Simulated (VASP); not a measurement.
# Ga (I4/mmm) in VASP: notebook, part 2 of 2

VASP 6.6.1. Earlier steps stand in the parts before.

### Step 4. Single point, PBEsol

This run uses another cell than the first one, of 17.72 Å³/atom, 0.980 times its volume.

Input file INCAR:

```
SYSTEM = Ga
ALGO = Normal ; EDIFF = 1E-6
ENCUT = 520 ; GGA = PS
ISIF = 2 ; ISMEAR = 0
LASPH = .True. ; LCHARG = .True.
LELF = .True. ; LREAL = .False.
LVHAR = .True. ; LWAVE = .False.
NBANDS = 12 ; NELM = 80
PREC = Accurate ; SIGMA = 0.05
```

Input file KPOINTS:

```
k-points
0
Gamma
  13 13 13
  0 0 0
```

Input file POSCAR:

```
Ga
1.0
   -1.3843987196      1.3843987196      2.3112238365
    1.3843987196     -1.3843987196      2.3112238365
    1.3843987196      1.3843987196     -2.3112238365
Ga
1
Direct
    0.0000000000      0.0000000000      0.0000000000
```

Potentials or basis: VASP PAW PBE potentials, release 64 (Ga_d).

The run is started by

```console
$ cat potpaw_PBE.64/Ga_d/POTCAR > POTCAR
$ mpirun -np 1 vasp_std > vasp.out
```

OUTCAR:

```text
SYSTEM = Ga
   EDIFF = 1E-6
   ENCUT = 520
   GGA = PS
   ISIF = 2
   ISMEAR = 0
   LASPH = .True.
   LREAL = .False.
   NELM = 80
   PREC = Accurate

 ion  position               nearest neighbor table
   1  0.000  0.000  0.000-

  LATTYP: Found a body centered tetragonal cell.
 ALAT       =     2.7687974392
 C/A-ratio  =     1.6694784557

  Lattice vectors:

 A1 = (  -1.3843987196,   1.3843987196,   2.3112238365)
 A2 = (   1.3843987196,  -1.3843987196,   2.3112238365)
 A3 = (   1.3843987196,   1.3843987196,  -2.3112238365)

Analysis of symmetry for initial positions (statically):
=====================================================================
 Subroutine PRICEL returns:
 Original cell was already a primitive cell.

 Routine SETGRP: Setting up the symmetry group for a
 body centered tetragonal supercell.

 Subroutine GETGRP returns: Found 16 space group operations
 (whereof 16 operations were pure point group operations)
 out of a pool of 16 trial point group operations.

The static configuration has the point symmetry D_4h.

Analysis of symmetry for dynamics (positions and initial velocities):
=====================================================================
 Subroutine PRICEL returns:
 Original cell was already a primitive cell.

 Routine SETGRP: Setting up the symmetry group for a
 body centered tetragonal supercell.

 Subroutine GETGRP returns: Found 16 space group operations
 (whereof 16 operations were pure point group operations)
 out of a pool of 16 trial point group operations.

The dynamic configuration has the point symmetry D_4h.

 Subroutine INISYM returns: Found 16 space group operations
 (whereof 16 operations are pure point group operations),
 and found     1 'primitive' translations

----------------------------------------------------------------------------------------

                                     Primitive cell

  volume of cell :      17.7184

  direct lattice vectors                    reciprocal lattice vectors
    -1.384398720  1.384398720  2.311223836     0.000000000  0.361167627  0.216335602
     1.384398720 -1.384398720  2.311223836     0.361167627  0.000000000  0.216335602
     1.384398720  1.384398720 -2.311223836     0.361167627  0.361167627  0.000000000

  length of vectors
     3.029005654  3.029005654  3.029005654     0.421002550  0.421002550  0.510768156

  position of ions in fractional coordinates (direct lattice)
     0.000000000  0.000000000  0.000000000

  ion indices of the primitive-cell ions
   primitive index   ion index
                 1           1

----------------------------------------------------------------------------------------

 KPOINTS: k-points

Automatic generation of k-mesh.
 Grid dimensions read from file:
 generate k-points for:   13   13   13

 Generating k-lattice:

  Cartesian coordinates                     Fractional coordinates (reciprocal lattice)
     0.000000000  0.027782125  0.016641200     0.076923077  0.000000000  0.000000000
     0.027782125  0.000000000  0.016641200     0.000000000  0.076923077  0.000000000
     0.027782125  0.027782125  0.000000000     0.000000000  0.000000000  0.076923077

  Length of vectors
     0.032384812  0.032384812  0.039289858

  Shift w.r.t. Gamma in fractional coordinates (k-lattice)
     0.000000000  0.000000000  0.000000000

 Subroutine IBZKPT returns following result:
 ===========================================

 Found    196 irreducible k-points:

 Following reciprocal coordinates:
            Coordinates               Weight
  0.000000  0.000000  0.000000      1.000000
  0.076923 -0.000000  0.000000      8.000000
  0.153846 -0.000000  0.000000      8.000000
  0.230769  0.000000  0.000000      8.000000
  0.307692 -0.000000  0.000000      8.000000
  0.384615  0.000000 -0.000000      8.000000
[... 16 lines left out ...]
  0.384615  0.153846  0.000000     16.000000
  0.461538  0.153846 -0.000000     16.000000
 [... further k-points ...]
   k-points           NKPTS =    196   k-points in BZ     NKDIM =    196   number of bands    NBANDS=     12
   number of dos      NEDOS =    301   number of ions     NIONS =      1
   total plane-waves  NPLWV =  13824
   dimension x,y,z NGX =    24 NGY =   24 NGZ =   24
   dimension x,y,z NGXF=    48 NGYF=   48 NGZF=   48
   ions per type =               1
   NGX,Y,Z   is equivalent  to a cutoff of  13.17, 13.17, 13.17 a.u.
   NGXF,Y,Z  is equivalent  to a cutoff of  26.34, 26.34, 26.34 a.u.
 SYSTEM =  Ga
   PREC   = accura    normal or accurate (medium, high low for compatibility)
   ISTART =      0    job   : 0-new  1-cont  2-samecut
   ICHARG =      2    charge: 1-file 2-atom 10-const
   ISPIN  =      1    spin polarized calculation?
   LNONCOLLINEAR =      F non collinear calculations
   LSORBIT =      F    spin-orbit coupling
   LASPH  =      T    aspherical Exc in radial PAW
   ENCUT  =  520.0 eV  38.22 Ry    6.18 a.u.   5.63  5.63  5.63*2*pi/ulx,y,z
   NELM   =     80;   NELMIN=  2; NELMDL= -5     # of ELM steps
   EDIFF  = 0.1E-05   stopping-criterion for ELM
   LREAL  =      F    real-space projection
   EDIFFG = 0.1E-04   stopping-criterion for IOM
   NSW    =      0    number of steps for IOM
   IBRION =     -1    ionic relax: 0-MD 1-quasi-New 2-CG
   NFREE  =      0    steps in history (QN), initial steepest desc. (CG)
   ISIF   =      2    stress and relaxation
   ISYM   =      2    0-nonsym 1-usesym 2-fastsym
   POTIM  = 0.5000    time-step for ionic-motion
   TEBEG  =    0.0;   TEEND  =   0.0 temperature during run
   PSTRESS=    0.0 pullay stress
   NELECT =      13.0000    total number of electrons
   NUPDOWN=      -1.0000    fix difference up-down
   EMIN   =  10.00;   EMAX   =-10.00  energy-range for DOS
   EFERMI =   0.00;   METHOD = LEGACY
   ISMEAR =     0;   SIGMA  =   0.05  broadening in eV -4-tet -1-fermi 0-gaus
   EFERMI_NEDOS =   21; number of points for ismear=-14 and -15
   IALGO  =     38    algorithm
   IMIX   =      4    mixing-type and parameters
     AMIX     =   0.40;   BMIX     =  1.00
     AMIX_MAG =   1.60;   BMIX_MAG =  1.00
  volume/ion in A,a.u.               =      17.72       119.57
  Fermi-wavevector in a.u.,A,eV,Ry     =   1.476549  2.790273 29.663375  2.180197
  Thomas-Fermi vector in A             =   2.591062
   LORBIT       =      0    0 simple, 1 ext, 2 COOP (PROOUT), +10 PAW based schemes
   GGA     = PS    functional components
   LHFCALC =     F    Hartree Fock is set to
   AEXX    =    0.0000 exact exchange contribution
   IVDW    =     0    specifies the selected vdW correction
   LEPSILON=     F    determine dielectric tensor
   LRPA    =     F    only Hartree local field effects (RPA)
 non-spin polarized calculation
 Gauss-broadening in eV      SIGMA  =   0.05
  energy-cutoff  :      520.00
  volume of cell :       17.72
 maximum number of plane-waves:       487
   NGX = 11   NGY = 11   NGZ = 11

 number of electron      12.9999997 magnetization

 Free energy of the ion-electron system (eV)
  ---------------------------------------------------
  ext. energy  EPLUGINS =         0.00000000
  ---------------------------------------------------
  free energy    TOTEN  =        -3.33641275 eV

  energy without entropy =       -3.33604394  energy(sigma->0) =       -3.33622835

 E-fermi :   5.9386     XC(G=0): -11.4685

 val. band max:        5.9139733778   @ k =  -0.1538  -0.3846   0.0769
 cond. band min:       5.9748006580   @ k =  -0.3077  -0.3846   0.0769
 fundamental gap:      0.0608272801
 Fermi energy:         5.9386145043

 k-point     1 :       0.0000    0.0000    0.0000
  band No.  band energies     occupation
      1      -9.0498      2.00000
      2      -8.8899      2.00000
      3      -8.8538      2.00000
      4      -8.8538      2.00000
      5      -8.6888      2.00000
      6      -5.5517      2.00000
      7      18.6647      0.00000
      8      18.9778      0.00000
      9      18.9778      0.00000
     10      22.3676      0.00000
     11      22.5868      0.00000
     12      23.2992      0.00000
[... 331 lines left out ...]
 k-point    24 :       0.4615    0.1538   -0.0000
  band No.  band energies     occupation
      1      -8.9951      2.00000
      2      -8.9277      2.00000
      3      -8.8594      2.00000
      4      -8.7411      2.00000
      5      -8.6436      2.00000
      6       1.6025      2.00000
      7       2.4184      2.00000
      8      12.4767      0.00000
      9      14.2567      0.00000
     10      18.1191      0.00000
     11      20.4807      0.00000
     12      26.8138      0.00000

 [... further k-points ...]
[... 5 lines left out ...]
  --------------------------------------------------------------------------------------
  -------------------------------------------------------------------------------------
  Total       -0.0366502     -0.0366502     -0.0279705      0.0000000     -0.0000000      0.0000000
  in kB       -3.3140759     -3.3140759     -2.5292164      0.0000000     -0.0000000      0.0000000
  external PRESSURE =      -3.0524560 kB  Pullay stress =       0.0000000 kB

 VOLUME and BASIS-vectors are now :
 -----------------------------------------------------------------------------
  energy-cutoff  :      520.00
  volume of cell :       17.72
      direct lattice vectors                 reciprocal lattice vectors
    -1.384398720  1.384398720  2.311223836     0.000000000  0.361167627  0.216335602
     1.384398720 -1.384398720  2.311223836     0.361167627  0.000000000  0.216335602
     1.384398720  1.384398720 -2.311223836     0.361167627  0.361167627  0.000000000

 POSITION                                       TOTAL-FORCE (eV/Angst)
 -----------------------------------------------------------------------------------
      0.00000      0.00000      0.00000         0.000000     -0.000000      0.000000
 -----------------------------------------------------------------------------------
    total drift:                               -0.000000      0.000000     -0.000000

  FREE ENERGIE OF THE ION-ELECTRON SYSTEM (eV)
  ---------------------------------------------------
  free  energy   TOTEN  =        -3.3364127520 eV

  energy  without entropy=       -3.3360439428  energy(sigma->0) =       -3.33622835
```

OSZICAR:

```text
N       E                     dE             d eps       ncg     rms          rms(c)
DAV:   1     0.428525420804E+02    0.42853E+02   -0.67049E+03  5128   0.192E+03
DAV:   2    -0.133814059307E+01   -0.44191E+02   -0.42561E+02  4964   0.263E+02
DAV:   3    -0.336763252904E+01   -0.20295E+01   -0.20222E+01  5392   0.452E+01
DAV:   4    -0.338391986967E+01   -0.16287E-01   -0.16286E-01  5336   0.428E+00
DAV:   5    -0.338409781691E+01   -0.17795E-03   -0.17794E-03  5700   0.433E-01    0.102E+00
DAV:   6    -0.334529147132E+01    0.38806E-01   -0.64441E-02  5876   0.536E+00    0.479E-01
DAV:   7    -0.333745800831E+01    0.78335E-02   -0.93875E-03  6248   0.174E+00    0.143E-01
DAV:   8    -0.333641041998E+01    0.10476E-02   -0.88101E-04  6008   0.537E-01    0.741E-03
DAV:   9    -0.333641202745E+01   -0.16075E-05   -0.83669E-06  6024   0.457E-02    0.350E-03
DAV:  10    -0.333641275203E+01   -0.72458E-06   -0.28082E-07  3852   0.814E-03
   1 F= -.33364128E+01 E0= -.33362283E+01  d E =-.368809E-03
```

It took 14 s on 1 thread of Intel Xeon Platinum 8559C (Emerald Rapids), shared host; peak memory 0.16 GiB.

What came out:

```
Free energy : -3.3364 eV
Pressure    : -0.3 GPa
```

Caveat: the PAW data sets were made with another functional, which shifts forces and pressure a little.

### Step 5. Overview

```csv
cell,smearing,gap on the mesh (eV),pressure (GPa)
"a = 3.049 Å, angles 125.6, 125.6, 80.5°, 1 atom",fermi-dirac 0.05 eV,none,-1.4
"a = 3.088 Å, angles 125.6, 125.6, 80.5°, 1 atom",fermi-dirac 0.05 eV,none,-3.3
"a = 3.029 Å, angles 125.6, 125.6, 80.5°, 1 atom",gaussian 0.05 eV,none,-0.3
```

Alike in all rows: task single point; level PBEsol; potentials or basis VASP PAW PBE potentials, release 64 (Ga_d); no spin polarisation; k mesh 13 × 13 × 13; cutoff (eV) 520.

Caveats: the PAW data sets were made with another functional, which shifts forces and pressure a little.

Absolute energies hang on the potentials; compare differences alone.
